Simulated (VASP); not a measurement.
# YCuBP (P4/mmm) in VASP: further runs

Runs on YCuBP. Level: PBE. Tasks: single point, relaxation of cell and atoms.

All numbers are computed with VASP 6.6.1; they aren't measurements. Logs are shortened: lines on timing, memory, paths and dates and some standing lists are left out, and cuts for length are marked.

### Step 1. The cell of the first run

It takes space group P4/mmm (No. 123, tetragonal). The conventional cell has a = 3.747 Å, b = 3.747 Å, c = 5.254 Å, α = 90.00°, β = 90.00°, γ = 90.00°. Y (site symmetry 4/mmm) has 2 Cu at 2.63 Å and 4 P at 2.65 Å within 3.5 Å. Within 3.5 Å of Cu (site symmetry 4/mmm) lie 2 Y at 2.63 Å and 4 B at 2.65 Å. Within 3.5 Å of B (site symmetry 4/mmm) lie 2 P at 2.63 Å and 4 Cu at 2.65 Å. Within 3.5 Å of P (site symmetry 4/mmm) lie 2 B at 2.63 Å and 4 Y at 2.65 Å.

### Step 2. Single point, PBE

File INCAR:

```
PREC = Accurate ; ENCUT = 520
EDIFF = 1E-6 ; ISMEAR = 0
SIGMA = 0.1 ; LREAL = False
LASPH = True ; NELM = 80
ALGO = Fast ; ISIF = 2
LWAVE = False ; LCHARG = True
GGA = PE ; LELF = True
LVHAR = True ; NBANDS = 23
```

File KPOINTS:

```
Automatic mesh
0
Gamma
  12 12 10
```

File POSCAR:

```
YCuBP
1.0
    3.7468089446      0.0000000000      0.0000000000
    0.0000000000      3.7468089446      0.0000000000
    0.0000000000      0.0000000000      5.2544332394
Y Cu B P
1 1 1 1
Direct
    0.0000000000      0.0000000000      0.5000000000
    0.0000000000      0.0000000000      0.0000000000
    0.5000000000      0.5000000000      0.0000000000
    0.5000000000      0.5000000000      0.5000000000
```

Potentials or basis: VASP PAW PBE potentials, release 64 (Y_sv, Cu, B, P).

The run is started by

```console
cat potpaw_PBE.64/Y_sv/POTCAR potpaw_PBE.64/Cu/POTCAR potpaw_PBE.64/B/POTCAR potpaw_PBE.64/P/POTCAR > POTCAR
mpirun -np 1 vasp_std > vasp.out
```

OUTCAR:

```text
PREC = Accurate
   ENCUT = 520
   EDIFF = 1E-6
   ISMEAR = 0
   LREAL = False
   LASPH = True
   NELM = 80
   ISIF = 2
   GGA = PE

 ion  position               nearest neighbor table
   1  0.000  0.000  0.500-   2 2.63   2 2.63   4 2.65   4 2.65   4 2.65   4 2.65
   2  0.000  0.000  0.000-   1 2.63   1 2.63
   3  0.500  0.500  0.000-
   4  0.500  0.500  0.500-   1 2.65   1 2.65   1 2.65   1 2.65

  LATTYP: Found a simple tetragonal cell.
 ALAT       =     3.7468089446
 C/A-ratio  =     1.4023755460

  Lattice vectors:

 A1 = (   3.7468089446,   0.0000000000,   0.0000000000)
 A2 = (   0.0000000000,   3.7468089446,   0.0000000000)
 A3 = (   0.0000000000,   0.0000000000,   5.2544332394)

Analysis of symmetry for initial positions (statically):
=====================================================================
 Subroutine PRICEL returns:
 Original cell was already a primitive cell.

 Routine SETGRP: Setting up the symmetry group for a
 simple tetragonal supercell.

 Subroutine GETGRP returns: Found 16 space group operations
 (whereof 16 operations were pure point group operations)
 out of a pool of 16 trial point group operations.

The static configuration has the point symmetry D_4h.

Analysis of symmetry for dynamics (positions and initial velocities):
=====================================================================
 Subroutine PRICEL returns:
 Original cell was already a primitive cell.

 Routine SETGRP: Setting up the symmetry group for a
 simple tetragonal supercell.

 Subroutine GETGRP returns: Found 16 space group operations
 (whereof 16 operations were pure point group operations)
 out of a pool of 16 trial point group operations.

The dynamic configuration has the point symmetry D_4h.

 Subroutine INISYM returns: Found 16 space group operations
 (whereof 16 operations are pure point group operations),
 and found     1 'primitive' translations

----------------------------------------------------------------------------------------

                                     Primitive cell

  volume of cell :      73.7648

  direct lattice vectors                    reciprocal lattice vectors
     3.746808945  0.000000000  0.000000000     0.266893779  0.000000000  0.000000000
     0.000000000  3.746808945  0.000000000     0.000000000  0.266893779  0.000000000
     0.000000000  0.000000000  5.254433239     0.000000000  0.000000000  0.190315483
[... 87 lines left out ...]
   NELM   =     80;   NELMIN=  2; NELMDL= -5     # of ELM steps
   EDIFF  = 0.1E-05   stopping-criterion for ELM
   LREAL  =      F    real-space projection
   EDIFFG = 0.1E-04   stopping-criterion for IOM
   NSW    =      0    number of steps for IOM
   IBRION =     -1    ionic relax: 0-MD 1-quasi-New 2-CG
   NFREE  =      0    steps in history (QN), initial steepest desc. (CG)
   ISIF   =      2    stress and relaxation
   ISYM   =      2    0-nonsym 1-usesym 2-fastsym
   POTIM  = 0.5000    time-step for ionic-motion
   TEBEG  =    0.0;   TEEND  =   0.0 temperature during run
   PSTRESS=    0.0 pullay stress
   NELECT =      30.0000    total number of electrons
   NUPDOWN=      -1.0000    fix difference up-down
   EMIN   =  10.00;   EMAX   =-10.00  energy-range for DOS
   EFERMI =   0.00;   METHOD = LEGACY
   ISMEAR =     0;   SIGMA  =   0.10  broadening in eV -4-tet -1-fermi 0-gaus
   EFERMI_NEDOS =   21; number of points for ismear=-14 and -15
   IALGO  =     68    algorithm
   IMIX   =      4    mixing-type and parameters
     AMIX     =   0.40;   BMIX     =  1.00
     AMIX_MAG =   1.60;   BMIX_MAG =  1.00
  volume/ion in A,a.u.               =      18.44       124.45
  Fermi-wavevector in a.u.,A,eV,Ry     =   1.212920  2.292087 20.016559  1.471176
  Thomas-Fermi vector in A             =   2.348389
   LORBIT       =      0    0 simple, 1 ext, 2 COOP (PROOUT), +10 PAW based schemes
   GGA     = PE    functional components
   LHFCALC =     F    Hartree Fock is set to
   AEXX    =    0.0000 exact exchange contribution
   IVDW    =     0    specifies the selected vdW correction
   LEPSILON=     F    determine dielectric tensor
   LRPA    =     F    only Hartree local field effects (RPA)
 non-spin polarized calculation
 RMM-DIIS sequential band-by-band and
 Gauss-broadening in eV      SIGMA  =   0.10
  energy-cutoff  :      520.00
  volume of cell :       73.76
 maximum number of plane-waves:      2010
 NGX is ok and might be reduce to    28
   NGX = 13   NGY = 13   NGZ = 19

 number of electron      30.0000020 magnetization

 Free energy of the ion-electron system (eV)
  ---------------------------------------------------
  ext. energy  EPLUGINS =         0.00000000
  ---------------------------------------------------
  free energy    TOTEN  =       -20.00139642 eV

  energy without entropy =      -19.99347907  energy(sigma->0) =      -19.99743774

 E-fermi :   4.2833     XC(G=0): -10.2591

 val. band max:        4.2827050962   @ k =   0.5000   0.0833   0.4000
 cond. band min:       4.2964146387   @ k =   0.0000   0.0000   0.5000
 fundamental gap:      0.0137095425
 Fermi energy:         4.2832658249

 k-point     1 :       0.0000    0.0000    0.0000
  band No.  band energies     occupation
      1     -37.7657      2.00000
      2     -18.0481      2.00000
      3     -17.7142      2.00000
      4     -17.7142      2.00000
      5      -6.5309      2.00000
      6      -1.9823      2.00000
[... 613 lines left out ...]
     22       9.7933      0.00000
     23      10.8407      0.00000

 [... further k-points ...]

------------------------ aborting loop because EDIFF is reached ----------------------------------------

  FORCE on cell =-STRESS in cart. coord.  units (eV):
  Direction    XX          YY          ZZ          XY          YZ          ZX
  --------------------------------------------------------------------------------------
  -------------------------------------------------------------------------------------
  Total        0.0087155      0.0087155      0.0456552      0.0000000      0.0000000      0.0000000
  in kB        0.1893007      0.1893007      0.9916341      0.0000000      0.0000000      0.0000000
  external PRESSURE =       0.4567452 kB  Pullay stress =       0.0000000 kB

 VOLUME and BASIS-vectors are now :
 -----------------------------------------------------------------------------
  energy-cutoff  :      520.00
  volume of cell :       73.76
      direct lattice vectors                 reciprocal lattice vectors
     3.746808945  0.000000000  0.000000000     0.266893779  0.000000000  0.000000000
     0.000000000  3.746808945  0.000000000     0.000000000  0.266893779  0.000000000
     0.000000000  0.000000000  5.254433239     0.000000000  0.000000000  0.190315483

 POSITION                                       TOTAL-FORCE (eV/Angst)
 -----------------------------------------------------------------------------------
      0.00000      0.00000      2.62722         0.000000      0.000000      0.000000
      0.00000      0.00000      0.00000         0.000000      0.000000      0.000000
      1.87340      1.87340      0.00000         0.000000      0.000000      0.000000
      1.87340      1.87340      2.62722         0.000000      0.000000      0.000000
 -----------------------------------------------------------------------------------
    total drift:                               -0.000000      0.000000      0.000000

  FREE ENERGIE OF THE ION-ELECTRON SYSTEM (eV)
  ---------------------------------------------------
  free  energy   TOTEN  =       -20.0013964190 eV

  energy  without entropy=      -19.9934790661  energy(sigma->0) =      -19.99743774
```

stdout:

```text
POSCAR found type information on POSCAR Y CuB P
 POSCAR found :  4 types and       4 ions
 scaLAPACK will be used
 LDA part: xc-table for (Slater+PW92), standard interpolation
 POSCAR, INCAR and KPOINTS ok, starting setup
 FFT: planning ... GRIDC
 FFT: planning ... GRID_SOFT
 FFT: planning ... GRID
 WAVECAR not read
 entering main loop
WARNING in EDDRMM: call to ZHEGV failed, returncode =   8  4     22
WARNING in EDDRMM: call to ZHEGV failed, returncode =   8  4      5
WARNING in EDDRMM: call to ZHEGV failed, returncode =   8  4     18
WARNING in EDDRMM: call to ZHEGV failed, returncode =   6  3     17
WARNING in EDDRMM: call to ZHEGV failed, returncode =   8  4     11
WARNING in EDDRMM: call to ZHEGV failed, returncode =   6  3     12
WARNING in EDDRMM: call to ZHEGV failed, returncode =   6  3     17
WARNING in EDDRMM: call to ZHEGV failed, returncode =   8  4      7
WARNING in EDDRMM: call to ZHEGV failed, returncode =   8  4     17
WARNING in EDDRMM: call to ZHEGV failed, returncode =   6  3      7
WARNING in EDDRMM: call to ZHEGV failed, returncode =   6  3      5
WARNING in EDDRMM: call to ZHEGV failed, returncode =   6  3     20
```

It took 13 min on 1 thread of Oxide Virtual Turin-like, shared host; peak memory 0.43 GiB.

Results:

| Quantity | Value |
| --- | --- |
| Free energy | -20.0014 eV |
| Pressure | 0.0 GPa |
| Band gap on the k mesh | zero (bands 15 and 16 overlap by 1.28 eV) |

Stress tensor (GPa, compression positive):
```
0.02 0.00 0.00
0.00 0.02 0.00
0.00 0.00 0.10
```

### Step 3. Relaxation of cell and atoms, PBE

This run uses another cell than the first one, of 18.36 Å³/atom.

File INCAR:

```
SYSTEM = YCuBP
ALGO = Fast ; EDIFF = 1E-6
EDIFFG = -0.01 ; ENCUT = 600
GGA = PE ; IBRION = 2
ISIF = 3 ; ISMEAR = 0
LASPH = .True. ; LCHARG = .False.
LREAL = .False. ; LWAVE = .False.
NELM = 80 ; NSW = 100
PREC = Accurate ; SIGMA = 0.1
```

File KPOINTS:

```
k-points
0
Gamma
  12 12 10
  0 0 0
```

File POSCAR:

```
YCuBP
1.0
    3.7604823007      0.0000000000      0.0000000000
    0.0000000000      3.7604823007      0.0000000000
    0.0000000000      0.0000000000      5.1933210269
Y Cu B P
1 1 1 1
Direct
    0.0000000000      0.0000000000      0.5000000000
    0.0000000000      0.0000000000      0.0000000000
    0.5000000000      0.5000000000      0.0000000000
    0.5000000000      0.5000000000      0.5000000000
```

Potentials or basis: VASP PAW PBE potentials, release 64 (Y_sv, Cu, B, P).

The run is started by

```console
cat potpaw_PBE.64/Y_sv/POTCAR potpaw_PBE.64/Cu/POTCAR potpaw_PBE.64/B/POTCAR potpaw_PBE.64/P/POTCAR > POTCAR
mpirun -np 1 vasp_std > vasp.out
```

OUTCAR:

```text
SYSTEM = YCuBP
   EDIFF = 1E-6
   EDIFFG = -0.01
   ENCUT = 600
   GGA = PE
   IBRION = 2
   ISIF = 3
   ISMEAR = 0
   LASPH = .True.
   LREAL = .False.
   NELM = 80
   NSW = 100
   PREC = Accurate

 ion  position               nearest neighbor table
   1  0.000  0.000  0.500-   2 2.60   2 2.60   4 2.66   4 2.66   4 2.66   4 2.66
   2  0.000  0.000  0.000-   1 2.60   1 2.60
   3  0.500  0.500  0.000-
   4  0.500  0.500  0.500-   1 2.66   1 2.66   1 2.66   1 2.66

  LATTYP: Found a simple tetragonal cell.
 ALAT       =     3.7604823007
 C/A-ratio  =     1.3810252546

  Lattice vectors:

 A1 = (   3.7604823007,   0.0000000000,   0.0000000000)
 A2 = (   0.0000000000,   3.7604823007,   0.0000000000)
 A3 = (   0.0000000000,   0.0000000000,   5.1933210269)
[... 338 lines left out ...]
  ---------------------------------------------------
  free energy    TOTEN  =       -20.00171667 eV

  energy without entropy =      -19.99386376  energy(sigma->0) =      -19.99779021

 E-fermi :   4.2734     XC(G=0): -10.2548

 val. band max:        4.2659738630   @ k =   0.5000   0.0833   0.4000
 cond. band min:       4.2895193827   @ k =   0.0000   0.0000   0.5000
 fundamental gap:      0.0235455197
 Fermi energy:         4.2733687186

 k-point     1 :       0.0000    0.0000    0.0000
  band No.  band energies     occupation
      1     -37.7737      2.00000
      2     -18.0552      2.00000
      3     -17.7221      2.00000
      4     -17.7221      2.00000
      5      -6.5347      2.00000
      6      -1.9936      2.00000
[... 505 lines left out ...]
      6      -0.4466      2.00000
[... 11 lines left out ...]
     18       5.9195      0.00000
     19       6.4068      0.00000

 [... further k-points ...]

------------------------ aborting loop because EDIFF is reached ----------------------------------------

  FORCE on cell =-STRESS in cart. coord.  units (eV):
  Direction    XX          YY          ZZ          XY          YZ          ZX
  --------------------------------------------------------------------------------------
  -------------------------------------------------------------------------------------
  Total       -0.0193004     -0.0193004     -0.0076543      0.0000000      0.0000000      0.0000000
  in kB       -0.4188069     -0.4188069     -0.1660942      0.0000000      0.0000000      0.0000000
  external PRESSURE =      -0.3345694 kB  Pullay stress =       0.0000000 kB
[... 19 lines left out ...]
  FREE ENERGIE OF THE ION-ELECTRON SYSTEM (eV)
  ---------------------------------------------------
  free  energy   TOTEN  =       -20.0017166659 eV

  energy  without entropy=      -19.9938637637  energy(sigma->0) =      -19.99779021

 reached required accuracy - stopping structural energy minimisation
```

It took 24 min on 1 thread of Oxide Virtual Turin-like, shared host; peak memory 0.49 GiB.

What came out:

* Free energy: -20.0017 eV
* Relaxed volume: 18.46 Å³/atom
* Relaxed cell: a = 3.747 Å, b = 3.747 Å, c = 5.260 Å, α = 90.00°, β = 90.00°, γ = 90.00°
* Space group after relaxing (to 0.1 Å): P4/mmm (No. 123)
* Energy gained by relaxing: 0.8 meV/atom
* Ionic steps: 5
* Pressure after relaxing: 0.0 GPa
* Band gap on the k mesh: zero (bands 15 and 16 overlap by 1.28 eV)

Step by step:
```csv
step,energy change (eV),largest force (eV/Å),pressure (GPa),volume (Å³)
1,0.0000,0.0000,-0.02,73.44
2,-0.0023,0.0000,0.12,73.42
3,-0.0029,0.0000,0.28,73.40
4,-0.0029,0.0000,0.31,73.39
5,-0.0033,0.0000,-0.03,73.84
```

Final structure:
```
CELL_PARAMETERS angstrom
3.74677 0.00000 0.00000
0.00000 3.74677 0.00000
0.00000 0.00000 5.25956
ATOMIC_POSITIONS crystal
Y 0.00000 0.00000 0.50000
Cu 0.00000 0.00000 0.00000
B 0.50000 0.50000 0.00000
P 0.50000 0.50000 0.50000
```

The gap in the log of VASP goes by the Fermi energy; the results here count the filled bands.